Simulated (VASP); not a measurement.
Set up this calculation in VASP 6.6.1, as the native input.

| Item | Value |
| --- | --- |
| Task | single point |
| Functional | PBE |
| Potentials or basis | VASP PAW PBE potentials, release 64 (In_d, P) |
| Cutoff | 520 eV |
| k mesh | 6 × 6 × 6 |
| Occupations | fermi-dirac, width 0.05 eV |
| Spin | no spin polarisation |
| Dipole correction | no |
| Further INCAR settings | ALGO = Normal; EDIFF = 1e-06; NBANDS = 16 |

The structure of InP lies in POSCAR:

```
InP
1.0
    0.0000000000      2.9305000000      2.9109633333
    2.9305000000      0.0000000000      2.9109633333
    2.9305000000      2.9305000000      0.0000000000
In P
1 1
Direct
    0.0000000000      0.0000000000      0.0000000000
    0.2500000000      0.2500000000      0.2500000000
```

One way to write it, as run:

INCAR

```
PREC = Accurate ; ENCUT = 520
EDIFF = 1E-6 ; ISMEAR = -1
SIGMA = 0.05 ; LREAL = False
LASPH = True ; NELM = 80
ALGO = Normal ; ISIF = 2
LWAVE = False ; LCHARG = True
GGA = PE ; LELF = True
LVHAR = True ; NBANDS = 16
```

KPOINTS

```
Automatic mesh
0
Gamma
  6 6 6
```

Potentials or basis: VASP PAW PBE potentials, release 64 (In_d, P).

Run with:

```sh
$ cat potpaw_PBE.64/In_d/POTCAR potpaw_PBE.64/P/POTCAR > POTCAR
$ mpirun -np 1 vasp_std > vasp.out
```

Results of the run:

```
Pressure               : 3.8 GPa
Band gap on the k mesh : 0.73 eV, direct
```

Caveat: spin-orbit coupling is left out, which moves the levels of the heavy elements.

Wall time 35 s on 1 thread of AMD EPYC 7R13, on a shared host, peak memory 0.18 GiB.
